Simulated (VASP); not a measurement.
# TiC (Khamrabaevite) in VASP: notebook

Runs on TiC (Khamrabaevite). Level: PBE. Tasks: single point.

All numbers are computed with VASP 6.6.1; they aren't measurements. Logs are shortened: lines on timing, memory, paths and dates and some standing lists are left out, and cuts for length are marked.

## Step 1: The cell of the first run

It takes space group Fm-3m (No. 225, cubic). The conventional cell has a = 4.328 Å, b = 4.328 Å, c = 4.328 Å, α = 90.00°, β = 90.00°, γ = 90.00°. Ti (site symmetry m-3m) has 6 C at 2.16 Å within 2.9 Å. Within 2.9 Å of C (site symmetry m-3m) lie 6 Ti at 2.16 Å.

## Step 2: Single point, PBE

The input, INCAR:

```
SYSTEM = TiC
ALGO = Normal
EDIFF = 1E-6
ENCUT = 520
GGA = PE
ISIF = 2
ISMEAR = -1
LASPH = .True.
LCHARG = .False.
LREAL = .False.
LWAVE = .False.
NBANDS = 15
NELM = 60
PREC = Accurate
SIGMA = 0.05
```

The input, KPOINTS:

```
k-points
0
Gamma
  18 18 18
  0 0 0
```

The input, POSCAR:

```
TiC
1.0
    0.0000000000      2.1640000000      2.1640000000
    2.1640000000      0.0000000000      2.1640000000
    2.1640000000      2.1640000000      0.0000000000
Ti C
1 1
Direct
    0.0000000000      0.0000000000      0.0000000000
    0.5000000000      0.5000000000      0.5000000000
```

Potentials or basis: VASP PAW PBE potentials, release 64 (Ti_sv, C).

Command:

```
cat potpaw_PBE.64/Ti_sv/POTCAR potpaw_PBE.64/C/POTCAR > POTCAR
mpirun -np 1 vasp_std > vasp.out
```

OUTCAR:

```text
SYSTEM = TiC
   EDIFF = 1E-6
   ENCUT = 520
   GGA = PE
   ISIF = 2
   ISMEAR = -1
   LASPH = .True.
   LREAL = .False.
   NELM = 60
   PREC = Accurate

 ion  position               nearest neighbor table
   1  0.000  0.000  0.000-   2 2.16   2 2.16   2 2.16   2 2.16   2 2.16   2 2.16
   2  0.500  0.500  0.500-   1 2.16   1 2.16   1 2.16   1 2.16   1 2.16   1 2.16

  LATTYP: Found a face centered cubic cell.
 ALAT       =     4.3280000000

  Lattice vectors:

 A1 = (   0.0000000000,   2.1640000000,   2.1640000000)
 A2 = (   2.1640000000,   0.0000000000,   2.1640000000)
 A3 = (   2.1640000000,   2.1640000000,   0.0000000000)

Analysis of symmetry for initial positions (statically):
=====================================================================
 Subroutine PRICEL returns:
 Original cell was already a primitive cell.

 Routine SETGRP: Setting up the symmetry group for a
 face centered cubic supercell.

 Subroutine GETGRP returns: Found 48 space group operations
 (whereof 48 operations were pure point group operations)
 out of a pool of 48 trial point group operations.

The static configuration has the point symmetry O_h .

Analysis of symmetry for dynamics (positions and initial velocities):
=====================================================================
 Subroutine PRICEL returns:
 Original cell was already a primitive cell.

 Routine SETGRP: Setting up the symmetry group for a
 face centered cubic supercell.

 Subroutine GETGRP returns: Found 48 space group operations
 (whereof 48 operations were pure point group operations)
 out of a pool of 48 trial point group operations.

The dynamic configuration has the point symmetry O_h .

 Subroutine INISYM returns: Found 48 space group operations
 (whereof 48 operations are pure point group operations),
 and found     1 'primitive' translations

----------------------------------------------------------------------------------------

                                     Primitive cell

  volume of cell :      20.2676

  direct lattice vectors                    reciprocal lattice vectors
     0.000000000  2.164000000  2.164000000    -0.231053604  0.231053604  0.231053604
     2.164000000  0.000000000  2.164000000     0.231053604 -0.231053604  0.231053604
     2.164000000  2.164000000  0.000000000     0.231053604  0.231053604 -0.231053604

  length of vectors
     3.060358149  3.060358149  3.060358149     0.400196582  0.400196582  0.400196582

  position of ions in fractional coordinates (direct lattice)
     0.000000000  0.000000000  0.000000000
     0.500000000  0.500000000  0.500000000

  ion indices of the primitive-cell ions
   primitive index   ion index
                 1           1
                 2           2

----------------------------------------------------------------------------------------

 KPOINTS: k-points

Automatic generation of k-mesh.
 Grid dimensions read from file:
 generate k-points for:   18   18   18

 Generating k-lattice:

  Cartesian coordinates                     Fractional coordinates (reciprocal lattice)
    -0.012836311  0.012836311  0.012836311     0.055555556  0.000000000  0.000000000
     0.012836311 -0.012836311  0.012836311     0.000000000  0.055555556  0.000000000
     0.012836311  0.012836311 -0.012836311     0.000000000  0.000000000  0.055555556

  Length of vectors
     0.022233143  0.022233143  0.022233143

  Shift w.r.t. Gamma in fractional coordinates (k-lattice)
     0.000000000  0.000000000  0.000000000

 Subroutine IBZKPT returns following result:
 ===========================================

 Found    195 irreducible k-points:

 Following reciprocal coordinates:
            Coordinates               Weight
  0.000000  0.000000  0.000000      1.000000
  0.055556  0.000000  0.000000      8.000000
  0.111111  0.000000  0.000000      8.000000
  0.166667  0.000000  0.000000      8.000000
  0.222222  0.000000  0.000000      8.000000
  0.277778  0.000000  0.000000      8.000000
[... 16 lines left out ...]
 -0.277778  0.055556  0.000000     24.000000
 -0.222222  0.055556  0.000000     24.000000
 [... further k-points ...]
   k-points           NKPTS =    195   k-points in BZ     NKDIM =    195   number of bands    NBANDS=     15
   number of dos      NEDOS =    301   number of ions     NIONS =      2
   total plane-waves  NPLWV =  13824
   dimension x,y,z NGX =    24 NGY =   24 NGZ =   24
   dimension x,y,z NGXF=    48 NGYF=   48 NGZF=   48
   ions per type =               1   1
   NGX,Y,Z   is equivalent  to a cutoff of  13.04, 13.04, 13.04 a.u.
   NGXF,Y,Z  is equivalent  to a cutoff of  26.07, 26.07, 26.07 a.u.
 SYSTEM =  TiC
   PREC   = accura    normal or accurate (medium, high low for compatibility)
   ISTART =      0    job   : 0-new  1-cont  2-samecut
   ICHARG =      2    charge: 1-file 2-atom 10-const
   ISPIN  =      1    spin polarized calculation?
   LNONCOLLINEAR =      F non collinear calculations
   LSORBIT =      F    spin-orbit coupling
   LASPH  =      T    aspherical Exc in radial PAW
   ENCUT  =  520.0 eV  38.22 Ry    6.18 a.u.   5.69  5.69  5.69*2*pi/ulx,y,z
   NELM   =     60;   NELMIN=  2; NELMDL= -5     # of ELM steps
   EDIFF  = 0.1E-05   stopping-criterion for ELM
   LREAL  =      F    real-space projection
   EDIFFG = 0.1E-04   stopping-criterion for IOM
   NSW    =      0    number of steps for IOM
   IBRION =     -1    ionic relax: 0-MD 1-quasi-New 2-CG
   NFREE  =      0    steps in history (QN), initial steepest desc. (CG)
   ISIF   =      2    stress and relaxation
   ISYM   =      2    0-nonsym 1-usesym 2-fastsym
   POTIM  = 0.5000    time-step for ionic-motion
   TEBEG  =    0.0;   TEEND  =   0.0 temperature during run
   PSTRESS=    0.0 pullay stress
   NELECT =      16.0000    total number of electrons
   NUPDOWN=      -1.0000    fix difference up-down
   EMIN   =  10.00;   EMAX   =-10.00  energy-range for DOS
   EFERMI =   0.00;   METHOD = LEGACY
   ISMEAR =    -1;   SIGMA  =   0.05  broadening in eV -4-tet -1-fermi 0-gaus
   EFERMI_NEDOS =   21; number of points for ismear=-14 and -15
   IALGO  =     38    algorithm
   IMIX   =      4    mixing-type and parameters
     AMIX     =   0.40;   BMIX     =  1.00
     AMIX_MAG =   1.60;   BMIX_MAG =  1.00
  volume/ion in A,a.u.               =      10.13        68.39
  Fermi-wavevector in a.u.,A,eV,Ry     =   1.513030  2.859212 31.147275  2.289260
  Thomas-Fermi vector in A             =   2.622876
   LORBIT       =      0    0 simple, 1 ext, 2 COOP (PROOUT), +10 PAW based schemes
   GGA     = PE    functional components
   LHFCALC =     F    Hartree Fock is set to
   AEXX    =    0.0000 exact exchange contribution
   IVDW    =     0    specifies the selected vdW correction
   LEPSILON=     F    determine dielectric tensor
   LRPA    =     F    only Hartree local field effects (RPA)
 non-spin polarized calculation
  energy-cutoff  :      520.00
  volume of cell :       20.27
 maximum number of plane-waves:       568
   NGX = 11   NGY = 11   NGZ = 11

 number of electron      16.0000001 magnetization

 Free energy of the ion-electron system (eV)
  ---------------------------------------------------
  ext. energy  EPLUGINS =         0.00000000
  ---------------------------------------------------
  free energy    TOTEN  =       -18.71020222 eV

  energy without entropy =      -18.70766970  energy(sigma->0) =      -18.70893596

 E-fermi :   9.4474     XC(G=0): -12.7102

 val. band max:        9.4435252843   @ k =   0.1667   0.1667   0.0000
 cond. band min:       9.5095892663   @ k =   0.5000   0.4444   0.0000
 fundamental gap:      0.0660639820
 Fermi energy:         9.4473502514

 k-point     1 :       0.0000    0.0000    0.0000
  band No.  band energies     occupation
      1     -47.1426      2.00000
      2     -23.1654      2.00000
      3     -23.1654      2.00000
      4     -23.1654      2.00000
      5      -2.9675      2.00000
      6      10.1343      0.00000
      7      10.1343      0.00000
      8      10.1343      0.00000
      9      11.1211      0.00000
     10      11.1211      0.00000
     11      11.1212      0.00000
     12      11.1577      0.00000
     13      11.1577      0.00000
     14      19.9580      0.00000
     15      23.4821      0.00000

 k-point     2 :       0.0556    0.0000    0.0000
  band No.  band energies     occupation
      1     -47.1404      2.00000
      2     -23.1810      2.00000
      3     -23.1668      2.00000
      4     -23.1668      2.00000
      5      -2.8973      2.00000
      6       9.7696      0.00317
      7       9.9873      0.00004
      8       9.9873      0.00004
      9      10.4966      0.00000
     10      10.4966      0.00000
     11      11.3229      0.00000
     12      12.0316      0.00000
     13      12.0316      0.00000
     14      20.0861      0.00000
     15      23.5130      0.00000

 k-point     3 :       0.1111    0.0000    0.0000
  band No.  band energies     occupation
      1     -47.1340      2.00000
      2     -23.2259      2.00000
      3     -23.1711      2.00000
      4     -23.1711      2.00000
      5      -2.6902      2.00000
      6       9.0237      1.99958
      7       9.3346      1.81012
      8       9.3346      1.81011
      9      10.5064      0.00000
     10      10.5064      0.00000
     11      11.6224      0.00000
     12      12.9741      0.00000
     13      12.9741      0.00000
     14      20.4130      0.00000
     15      23.5456      0.00000
[... 343 lines left out ...]
 k-point    23 :      -0.2778    0.0556    0.0000
  band No.  band energies     occupation
      1     -47.0940      2.00000
      2     -23.4902      2.00000
      3     -23.2144      2.00000
      4     -23.1906      2.00000
      5      -1.1539      2.00000
      6       5.8864      2.00000
      7       7.2322      2.00000
      8       7.4325      2.00000
      9      11.3324      0.00000
     10      11.6848      0.00000
     11      12.6315      0.00000
     12      15.4320      0.00000
     13      16.4242      0.00000
     14      20.0997      0.00000
     15      24.2281      0.00000

 k-point    24 :      -0.2222    0.0556    0.0000
  band No.  band energies     occupation
      1     -47.1066      2.00000
      2     -23.4068      2.00000
      3     -23.2057      2.00000
      4     -23.1818      2.00000
      5      -1.6983      2.00000
      6       6.7962      2.00000
      7       7.6788      2.00000
      8       7.9191      2.00000
      9      10.9658      0.00000
     10      11.3743      0.00000
     11      12.3541      0.00000
     12      14.6044      0.00000
     13      15.6449      0.00000
     14      20.7483      0.00000
     15      23.6953      0.00000

 [... further k-points ...]

------------------------ aborting loop because EDIFF is reached ----------------------------------------

  FORCE on cell =-STRESS in cart. coord.  units (eV):
  Direction    XX          YY          ZZ          XY          YZ          ZX
  --------------------------------------------------------------------------------------
  -------------------------------------------------------------------------------------
  Total        0.1343875      0.1343875      0.1343875      0.0000000     -0.0000000      0.0000000
  in kB       10.6235013     10.6235013     10.6235013      0.0000000     -0.0000000      0.0000000
  external PRESSURE =      10.6235013 kB  Pullay stress =       0.0000000 kB

 VOLUME and BASIS-vectors are now :
 -----------------------------------------------------------------------------
  energy-cutoff  :      520.00
  volume of cell :       20.27
      direct lattice vectors                 reciprocal lattice vectors
     0.000000000  2.164000000  2.164000000    -0.231053604  0.231053604  0.231053604
     2.164000000  0.000000000  2.164000000     0.231053604 -0.231053604  0.231053604
     2.164000000  2.164000000  0.000000000     0.231053604  0.231053604 -0.231053604

 POSITION                                       TOTAL-FORCE (eV/Angst)
 -----------------------------------------------------------------------------------
      0.00000      0.00000      0.00000         0.000000      0.000000      0.000000
      2.16400      2.16400      2.16400         0.000000      0.000000      0.000000
 -----------------------------------------------------------------------------------
    total drift:                                0.000000     -0.000000     -0.000000

  FREE ENERGIE OF THE ION-ELECTRON SYSTEM (eV)
  ---------------------------------------------------
  free  energy   TOTEN  =       -18.7102022155 eV

  energy  without entropy=      -18.7076697040  energy(sigma->0) =      -18.70893596
```

Wall time 21 s (1 thread of Intel Xeon 6975P-C (Granite Rapids), shared host); peak memory 0.18 GiB.

Results:

| Property | Result |
| --- | --- |
| Free energy | -18.7102 eV |
| Pressure | 1.1 GPa |
| Band gap on the k mesh | zero (band 8 reaches 10.13 eV, above the bottom of band 9 at 9.03 eV) |

## Step 3: Single point, PBE (z stretched by +3 %, then relaxed in part)

The input, INCAR:

```
SYSTEM = TiC
PREC = Accurate
ENCUT = 520
EDIFF = 1E-6
ISMEAR = -1
SIGMA = 0.05
LREAL = .FALSE.
LASPH = .TRUE.
NELM = 100
ALGO = Normal
ISIF = 2
LWAVE = .FALSE.
LCHARG = .FALSE.
GGA = PE
NBANDS = 15
```

The input, KPOINTS:

```
Automatic mesh
0
G
  18 18 18
  0 0 0
```

The input, POSCAR:

```
TiC
1.0
    0.0000000000      2.1640000000      2.2289200000
    2.1640000000      0.0000000000      2.2289200000
    2.1640000000      2.1640000000      0.0000000000
Ti C
1 1
Direct
    0.0000000000      0.0000000000      0.0000000000
    0.5000000000      0.5000000000      0.5000000000
```

Potentials or basis: VASP PAW PBE potentials, release 64 (Ti_sv, C).

Command:

```
cat potpaw_PBE.64/Ti_sv/POTCAR potpaw_PBE.64/C/POTCAR > POTCAR
mpirun -np 1 vasp_std > vasp.out
```

Wall time 47 s (1 thread of Intel Xeon 6975P-C (Granite Rapids), shared host); peak memory 0.26 GiB.

Results (log left out):

```yaml
Free_energy: -18.6882 eV
Pressure: -5.7 GPa
Band_gap_on_the_k_mesh: zero (band 8 reaches 9.85 eV, above the bottom of band 9 at 8.60 eV)
```

Stress tensor (GPa, compression positive):
```
 -2.45   0.00   0.00
  0.00  -2.45   0.00
  0.00   0.00 -12.18
```

Levels at points of the mesh, in eV from the Fermi level:
| k point | band 5 | band 6 | band 7 | band 8 | band 9 | band 10 | band 11 | band 12 |
| --- | --- | --- | --- | --- | --- | --- | --- | --- |
| (0.00, 0.00, 0.00) | -12.28 | 0.54 | 0.75 | 0.75 | 1.52 | 1.57 | 1.67 | 1.67 |
| (0.50, 0.00, 0.00) | -8.92 | -5.72 | -2.85 | -2.80 | 2.74 | 2.86 | 3.95 | 7.67 |
| (0.50, 0.50, 0.00) | -10.06 | -3.61 | -1.51 | 0.08 | 0.08 | 2.60 | 3.36 | 3.36 |
| (0.50, 0.00, 0.50) | -10.00 | -3.31 | -1.56 | -0.13 | -0.13 | 2.59 | 3.29 | 3.48 |

Caveat: the cell differs from its parent crystal (z stretched by +3 %, then relaxed in part).

## Step 4: Single point, PBE (volume scaled by 0.94, then relaxed in part)

The input, INCAR:

```
SYSTEM = TiC
PREC     = Accurate       ! precision mode
ENCUT    = 520            ! plane-wave cutoff, eV
EDIFF    = 1E-6           ! SCF threshold, eV
ISMEAR   = -1             ! smearing method
SIGMA    = 0.05           ! smearing width, eV
LREAL    = .False.        ! projectors in reciprocal space
LASPH    = .True.         ! aspherical terms in the spheres
NELM     = 100            ! most SCF steps
ALGO     = Normal         ! electronic algorithm
ISIF     = 2              ! what is computed and relaxed
LWAVE    = .False.        ! write WAVECAR
LCHARG   = .False.        ! write CHGCAR
GGA      = PE             ! functional
NBANDS   = 15             ! bands
```

The input, KPOINTS:

```
Automatic mesh
0
Gamma
  18 18 18
  0 0 0
```

The input, POSCAR:

```
TiC
1.0
    0.0000000000      2.1198243393      2.1198243393
    2.1198243393      0.0000000000      2.1198243393
    2.1198243393      2.1198243393      0.0000000000
Ti C
1 1
Direct
    0.0000000000      0.0000000000      0.0000000000
    0.5000000000      0.5000000000      0.5000000000
```

Command:

```
cat potpaw_PBE.64/Ti_sv/POTCAR potpaw_PBE.64/C/POTCAR > POTCAR
mpirun -np 1 vasp_std > vasp.out
```

Run time: 26 s. Hardware: 1 thread of Intel Xeon 6975P-C, shared host; peak memory 0.18 GiB.

Results (log left out):

```
Free energy            : -18.6374 eV
Pressure               : 18.8 GPa
Band gap on the k mesh : zero (band 8 reaches 10.90 eV, above the bottom of band 9 at 9.77 eV)
```

Levels at points of the mesh, in eV from the Fermi level:
```
           k point  band 4  band 5  band 6  band 7  band 8  band 9  band 10  band 11  band 12  band 13
(0.00, 0.00, 0.00)  -32.40  -12.70    0.71    0.71    0.71    1.75     1.75     1.75     1.84     1.84
(0.50, 0.00, 0.00)  -32.46   -8.91   -6.15   -3.12   -3.12    3.17     3.17     4.47     8.57     8.78
(0.50, 0.50, 0.00)  -32.61  -10.38   -3.48   -1.82    0.01    0.01     2.94     3.83     3.83     6.42
```

[end of part 1 of 2]
